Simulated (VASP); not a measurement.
# ScTaN (P-3m1) in VASP: further runs

ScTaN is run at these levels: PBEsol; tasks: single point.

Program: VASP 6.6.1. These are calculated values, not measurements. Logs are shortened: lines on timing, memory, paths and dates and some standing lists are left out, and cuts for length are marked.

## 1. The cell of the first run

The structure is trigonal, space group P-3m1 (No. 164). The conventional cell has a = 3.054 Å, b = 3.054 Å, c = 10.211 Å, α = 90.00°, β = 90.00°, γ = 120.00°. Ta (site symmetry 3m) has 3 N at 2.17 Å within 2.9 Å. Within 4.0 Å of Sc (site symmetry -3m) lie 6 Sc at 3.05 Å and 6 Ta at 3.07 Å. Sc (site symmetry -3m) has 6 N at 2.21 Å within 2.9 Å. N (site symmetry 3m) has 3 Ta at 2.17 Å and 3 Sc at 2.21 Å within 2.9 Å.

## 2. Single point, PBEsol

INCAR

```
ALGO = Normal
EDIFF = 1E-7
ENCUT = 520
GGA = PS
ISIF = 2
ISMEAR = -1
LASPH = T
LCHARG = F
LREAL = F
LWAVE = F
NBANDS = 36
NELM = 60
PREC = Accurate
SIGMA = 0.05
```

KPOINTS

```
k-points
0
Gamma
  10 10 3
```

POSCAR

```
ScTaN
1.0
    3.0536746487      0.0000000000      0.0000000000
   -1.5268373243      2.6445598206      0.0000000000
    0.0000000000      0.0000000000     10.2114401985
Ta Sc N
2 2 2
Direct
    0.3333333333      0.6666666667      0.2457571861
    0.6666666667      0.3333333333      0.7542428139
    0.0000000000      0.0000000000      0.0000000000
    0.0000000000      0.0000000000      0.5000000000
    0.3333333333      0.6666666667      0.6299091836
    0.6666666667      0.3333333333      0.3700908164
```

Potentials or basis: VASP PAW PBE potentials, release 64 (Ta_pv, Sc_sv, N).

Launch:

```
> cat potpaw_PBE.64/Ta_pv/POTCAR potpaw_PBE.64/Sc_sv/POTCAR potpaw_PBE.64/N/POTCAR > POTCAR
> mpirun -np 1 vasp_std > vasp.out
```

OUTCAR:

```text
EDIFF = 1E-7
   ENCUT = 520
   GGA = PS
   ISIF = 2
   ISMEAR = -1
   LASPH = T
   LREAL = F
   NELM = 60
   PREC = Accurate

 ion  position               nearest neighbor table
   1  0.333  0.667  0.246-   6 2.17   6 2.17   6 2.17   3 3.07   3 3.07   3 3.07   4 3.14   4 3.14
                             4 3.14
   2  0.667  0.333  0.754-   5 2.17   5 2.17   5 2.17   3 3.07   3 3.07   3 3.07   4 3.14   4 3.14
                             4 3.14
   3  0.000  0.000  0.000-   1 3.07   2 3.07   1 3.07   2 3.07   2 3.07   1 3.07
   4  0.000  0.000  0.500-   5 2.21   6 2.21   5 2.21   6 2.21   6 2.21   5 2.21   1 3.14   2 3.14
                             1 3.14   2 3.14   1 3.14   2 3.14
   5  0.333  0.667  0.630-   2 2.17   2 2.17   2 2.17   4 2.21   4 2.21   4 2.21
   6  0.667  0.333  0.370-   1 2.17   1 2.17   1 2.17   4 2.21   4 2.21   4 2.21

  LATTYP: Found a hexagonal cell.
 ALAT       =     3.0536746487
 C/A-ratio  =     3.3439843380

  Lattice vectors:

 A1 = (   3.0536746487,   0.0000000000,   0.0000000000)
 A2 = (  -1.5268373243,   2.6445598206,   0.0000000000)
 A3 = (   0.0000000000,   0.0000000000,  10.2114401985)

Analysis of symmetry for initial positions (statically):
=====================================================================
 Subroutine PRICEL returns:
 Original cell was already a primitive cell.

 Routine SETGRP: Setting up the symmetry group for a
 hexagonal supercell.

 Subroutine GETGRP returns: Found 12 space group operations
 (whereof 12 operations were pure point group operations)
 out of a pool of 24 trial point group operations.

The static configuration has the point symmetry D_3d.

Analysis of symmetry for dynamics (positions and initial velocities):
=====================================================================
 Subroutine PRICEL returns:
 Original cell was already a primitive cell.

 Routine SETGRP: Setting up the symmetry group for a
 hexagonal supercell.

 Subroutine GETGRP returns: Found 12 space group operations
 (whereof 12 operations were pure point group operations)
 out of a pool of 24 trial point group operations.

The dynamic configuration has the point symmetry D_3d.

 Subroutine INISYM returns: Found 12 space group operations
 (whereof 12 operations are pure point group operations),
 and found     1 'primitive' translations

----------------------------------------------------------------------------------------

                                     Primitive cell

  volume of cell :      82.4638

  direct lattice vectors                    reciprocal lattice vectors
     3.053674649  0.000000000  0.000000000     0.327474310  0.189067381  0.000000000
    -1.526837324  2.644559821  0.000000000     0.000000000  0.378134763  0.000000000
     0.000000000  0.000000000 10.211440199     0.000000000  0.000000000  0.097929379

  length of vectors
     3.053674649  3.053674649 10.211440199     0.378134763  0.378134763  0.097929379

  position of ions in fractional coordinates (direct lattice)
     0.333333333  0.666666667  0.245757186
     0.666666667  0.333333333  0.754242814
     0.000000000  0.000000000  0.000000000
     0.000000000  0.000000000  0.500000000
     0.333333333  0.666666667  0.629909184
     0.666666667  0.333333333  0.370090816

  ion indices of the primitive-cell ions
   primitive index   ion index
                 1           1
                 2           2
                 3           3
                 4           4
                 5           5
                 6           6

----------------------------------------------------------------------------------------

 KPOINTS: k-points

Automatic generation of k-mesh.
 Grid dimensions read from file:
 generate k-points for:   10   10    3

 Generating k-lattice:

  Cartesian coordinates                     Fractional coordinates (reciprocal lattice)
     0.032747431  0.018906738  0.000000000     0.100000000  0.000000000  0.000000000
     0.000000000  0.037813476  0.000000000     0.000000000  0.100000000  0.000000000
     0.000000000  0.000000000  0.032643126     0.000000000  0.000000000  0.333333333

  Length of vectors
     0.037813476  0.037813476  0.032643126

  Shift w.r.t. Gamma in fractional coordinates (k-lattice)
     0.000000000  0.000000000  0.000000000

 Subroutine IBZKPT returns following result:
 ===========================================

 Found     36 irreducible k-points:

 Following reciprocal coordinates:
            Coordinates               Weight
  0.000000  0.000000  0.000000      1.000000
  0.100000  0.000000  0.000000      6.000000
  0.200000  0.000000  0.000000      6.000000
  0.300000  0.000000  0.000000      6.000000
  0.400000  0.000000  0.000000      6.000000
  0.500000  0.000000  0.000000      3.000000
[... 16 lines left out ...]
  0.000000  0.400000  0.333333      6.000000
  0.500000  0.000000  0.333333      6.000000
 [... further k-points ...]
   k-points           NKPTS =     36   k-points in BZ     NKDIM =     36   number of bands    NBANDS=     36
   number of dos      NEDOS =    301   number of ions     NIONS =      6
   total plane-waves  NPLWV =  46080
   dimension x,y,z NGX =    24 NGY =   24 NGZ =   80
   dimension x,y,z NGXF=    48 NGYF=   48 NGZF=  160
   ions per type =               2   2   2
   NGX,Y,Z   is equivalent  to a cutoff of  13.07, 13.07, 13.02 a.u.
   NGXF,Y,Z  is equivalent  to a cutoff of  26.13, 26.13, 26.05 a.u.
 SYSTEM =  unknown system
   PREC   = accura    normal or accurate (medium, high low for compatibility)
   ISTART =      0    job   : 0-new  1-cont  2-samecut
   ICHARG =      2    charge: 1-file 2-atom 10-const
   ISPIN  =      1    spin polarized calculation?
   LNONCOLLINEAR =      F non collinear calculations
   LSORBIT =      F    spin-orbit coupling
   LASPH  =      T    aspherical Exc in radial PAW
   ENCUT  =  520.0 eV  38.22 Ry    6.18 a.u.   5.68  5.68 18.99*2*pi/ulx,y,z
   NELM   =     60;   NELMIN=  2; NELMDL= -5     # of ELM steps
   EDIFF  = 0.1E-06   stopping-criterion for ELM
   LREAL  =      F    real-space projection
   EDIFFG = 0.1E-05   stopping-criterion for IOM
   NSW    =      0    number of steps for IOM
   IBRION =     -1    ionic relax: 0-MD 1-quasi-New 2-CG
   NFREE  =      0    steps in history (QN), initial steepest desc. (CG)
   ISIF   =      2    stress and relaxation
   ISYM   =      2    0-nonsym 1-usesym 2-fastsym
   POTIM  = 0.5000    time-step for ionic-motion
   TEBEG  =    0.0;   TEEND  =   0.0 temperature during run
   PSTRESS=    0.0 pullay stress
   NELECT =      54.0000    total number of electrons
   NUPDOWN=      -1.0000    fix difference up-down
   EMIN   =  10.00;   EMAX   =-10.00  energy-range for DOS
   EFERMI =   0.00;   METHOD = LEGACY
   ISMEAR =    -1;   SIGMA  =   0.05  broadening in eV -4-tet -1-fermi 0-gaus
   EFERMI_NEDOS =   21; number of points for ismear=-14 and -15
   IALGO  =     38    algorithm
   IMIX   =      4    mixing-type and parameters
     AMIX     =   0.40;   BMIX     =  1.00
     AMIX_MAG =   1.60;   BMIX_MAG =  1.00
  volume/ion in A,a.u.               =      13.74        92.75
  Fermi-wavevector in a.u.,A,eV,Ry     =   1.421625  2.686482 27.497612  2.021017
  Thomas-Fermi vector in A             =   2.542415
   LORBIT       =      0    0 simple, 1 ext, 2 COOP (PROOUT), +10 PAW based schemes
   GGA     = PS    functional components
   LHFCALC =     F    Hartree Fock is set to
   AEXX    =    0.0000 exact exchange contribution
   IVDW    =     0    specifies the selected vdW correction
   LEPSILON=     F    determine dielectric tensor
   LRPA    =     F    only Hartree local field effects (RPA)
 non-spin polarized calculation
  energy-cutoff  :      520.00
  volume of cell :       82.46
 maximum number of plane-waves:      2241
 NGX is ok and might be reduce to    24
   NGX = 11   NGY = 11   NGZ = 37

 number of electron      53.9999998 magnetization

 Free energy of the ion-electron system (eV)
  ---------------------------------------------------
  ext. energy  EPLUGINS =         0.00000000
  ---------------------------------------------------
  free energy    TOTEN  =       -62.35046979 eV

  energy without entropy =      -62.32532984  energy(sigma->0) =      -62.33789982

 E-fermi :   6.3226     XC(G=0): -12.3302

 val. band max:        6.2608956683   @ k =   0.3000   0.0000   0.3333
 cond. band min:       6.3519675588   @ k =   0.3000   0.0000   0.3333
 fundamental gap:      0.0910718905
 Fermi energy:         6.3226405009

 k-point     1 :       0.0000    0.0000    0.0000
  band No.  band energies     occupation
      1     -42.5430      2.00000
      2     -42.1760      2.00000
      3     -28.3226      2.00000
      4     -28.3065      2.00000
      5     -27.8834      2.00000
      6     -27.8834      2.00000
[... 28 lines left out ...]
     35       8.7780      0.00000
     36       8.9894      0.00000

 k-point     2 :       0.1000    0.0000    0.0000
  band No.  band energies     occupation
      1     -42.5327      2.00000
      2     -42.1671      2.00000
      3     -28.3102      2.00000
      4     -28.2959      2.00000
      5     -27.9517      2.00000
      6     -27.9512      2.00000
[... 28 lines left out ...]
     35       9.1402      0.00000
     36       9.2739      0.00000

 k-point     3 :       0.2000    0.0000    0.0000
  band No.  band energies     occupation
      1     -42.5058      2.00000
      2     -42.1437      2.00000
      3     -28.2801      2.00000
      4     -28.2703      2.00000
      5     -28.1246      2.00000
      6     -28.1227      2.00000
[... 28 lines left out ...]
     35       9.1247      0.00000
     36       9.3887      0.00000
[... 742 lines left out ...]
 k-point    23 :       0.0000    0.4000    0.3333
  band No.  band energies     occupation
      1     -42.4449      2.00000
      2     -42.0909      2.00000
      3     -28.5088      2.00000
      4     -28.5069      2.00000
      5     -28.1962      2.00000
      6     -28.1942      2.00000
[... 28 lines left out ...]
     35      10.5144      0.00000
     36      10.7010      0.00000

 k-point    24 :       0.5000    0.0000    0.3333
  band No.  band energies     occupation
      1     -42.4344      2.00000
      2     -42.0819      2.00000
      3     -28.5702      2.00000
      4     -28.5680      2.00000
      5     -28.1849      2.00000
      6     -28.1822      2.00000
[... 28 lines left out ...]
     35      11.0880      0.00000
     36      11.2060      0.00000

 [... further k-points ...]
[... 5 lines left out ...]
  --------------------------------------------------------------------------------------
  -------------------------------------------------------------------------------------
  Total        0.2356717      0.2356717      0.2719304      0.0000000      0.0000000      0.0000000
  in kB        4.5788345      4.5788345      5.2832994      0.0000000      0.0000000      0.0000000
  external PRESSURE =       4.8136561 kB  Pullay stress =       0.0000000 kB

 VOLUME and BASIS-vectors are now :
 -----------------------------------------------------------------------------
  energy-cutoff  :      520.00
  volume of cell :       82.46
      direct lattice vectors                 reciprocal lattice vectors
     3.053674649  0.000000000  0.000000000     0.327474310  0.189067381  0.000000000
    -1.526837324  2.644559821  0.000000000     0.000000000  0.378134763  0.000000000
     0.000000000  0.000000000 10.211440199     0.000000000  0.000000000  0.097929379

 POSITION                                       TOTAL-FORCE (eV/Angst)
 -----------------------------------------------------------------------------------
     -0.00000      1.76304      2.50953        -0.000000     -0.000000     -0.041126
      1.52684      0.88152      7.70191         0.000000      0.000000      0.041126
      0.00000      0.00000      0.00000        -0.000000      0.000000     -0.000000
      0.00000      0.00000      5.10572        -0.000000      0.000000     -0.000000
     -0.00000      1.76304      6.43228        -0.000000     -0.000000      0.020207
      1.52684      0.88152      3.77916         0.000000      0.000000     -0.020207
 -----------------------------------------------------------------------------------
    total drift:                               -0.000000      0.000000     -0.000000

  FREE ENERGIE OF THE ION-ELECTRON SYSTEM (eV)
  ---------------------------------------------------
  free  energy   TOTEN  =       -62.3504697947 eV

  energy  without entropy=      -62.3253298366  energy(sigma->0) =      -62.33789982
```

It took 2.3 min on 1 thread of Intel Xeon 6975P-C, shared host; peak memory 0.26 GiB.

What came out:

```yaml
Free_energy: -62.3505 eV
Pressure: 0.5 GPa
Largest_force: 0.041 eV/Å
Band_gap_on_the_k_mesh: zero (band 27 reaches 6.95 eV, above the bottom of band 28 at 6.17 eV)
```

Forces on the atoms (eV/Å):
```
Ta   0.000  0.000 -0.041
Ta   0.000  0.000  0.041
Sc   0.000  0.000  0.000
Sc   0.000  0.000  0.000
N    0.000  0.000  0.020
N    0.000  0.000 -0.020
```

Levels at points of the mesh, in eV from the Fermi level:
| k point | band 25 | band 26 | band 27 | band 28 | band 29 | band 30 |
| --- | --- | --- | --- | --- | --- | --- |
| (0.00, 0.00, 0.00) | -1.29 | 0.56 | 0.56 | 0.79 | 0.80 | 1.44 |
| (0.50, 0.00, 0.00) | -1.22 | -0.87 | -0.37 | 0.39 | 0.59 | 2.06 |

Caveat: the PAW data sets were made with another functional, which shifts forces and pressure a little; spin-orbit coupling is left out, which moves the levels of the heavy elements.

## 3. Single point, PBEsol

INCAR

```
SYSTEM = ScTaN
  PREC = Accurate
  ENCUT = 520
  EDIFF = 1E-6
  ISMEAR = -1
  SIGMA = 0.05
  LREAL = .FALSE.
  LASPH = .TRUE.
  NELM = 60
  ALGO = Normal
  ISIF = 2
  LWAVE = .FALSE.
  LCHARG = .TRUE.
  GGA = PS
  LELF = .TRUE.
  LVHAR = .TRUE.
  NBANDS = 36
```

KPOINTS

```
regular mesh
0
G
  10 10 3
  0 0 0
```

POSCAR

```
ScTaN
1.0
    3.0545574172      0.0000000000      0.0000000000
   -1.5272787086      2.6453243206      0.0000000000
    0.0000000000      0.0000000000     10.2154381591
Ta Sc N
2 2 2
Direct
    0.3333333333      0.6666666667      0.2456410089
    0.6666666667      0.3333333333      0.7543589911
    0.0000000000      0.0000000000      0.0000000000
    0.0000000000      0.0000000000      0.5000000000
    0.3333333333      0.6666666667      0.6299778429
    0.6666666667      0.3333333333      0.3700221571
```

Potentials or basis: VASP PAW PBE potentials, release 64 (Ta_pv, Sc_sv, N).

Launch:

```
> cat potpaw_PBE.64/Ta_pv/POTCAR potpaw_PBE.64/Sc_sv/POTCAR potpaw_PBE.64/N/POTCAR > POTCAR
> mpirun -np 1 vasp_std > vasp.out
```

Wall time 2 min (1 thread of Intel Xeon 6975P-C, shared host); peak memory 0.26 GiB.

It converged, with:

```yaml
Free_energy: -62.3508 eV
Pressure: 0.2 GPa
Largest_force: 0.020 eV/Å
Band_gap_on_the_k_mesh: zero (band 27 reaches 6.94 eV, above the bottom of band 28 at 6.16 eV)
```

Forces in eV/Å, atoms in the order of the input:
```
Ta   0.000  0.000 -0.015
Ta   0.000  0.000  0.015
Sc   0.000  0.000  0.000
Sc   0.000  0.000  0.000
N    0.000  0.000  0.020
N    0.000  0.000 -0.020
```

Levels at points of the mesh, in eV from the Fermi level:
| k point | band 24 | band 25 | band 26 | band 27 | band 28 | band 29 | band 30 | band 31 |
| --- | --- | --- | --- | --- | --- | --- | --- | --- |
| (0.00, 0.00, 0.00) | -1.29 | -1.28 | 0.56 | 0.56 | 0.79 | 0.80 | 1.44 | 1.44 |
| (0.50, 0.00, 0.00) | -1.82 | -1.22 | -0.87 | -0.37 | 0.39 | 0.59 | 2.06 | 2.44 |

Caveat: the PAW data sets were made with another functional, which shifts forces and pressure a little; spin-orbit coupling is left out, which moves the levels of the heavy elements.
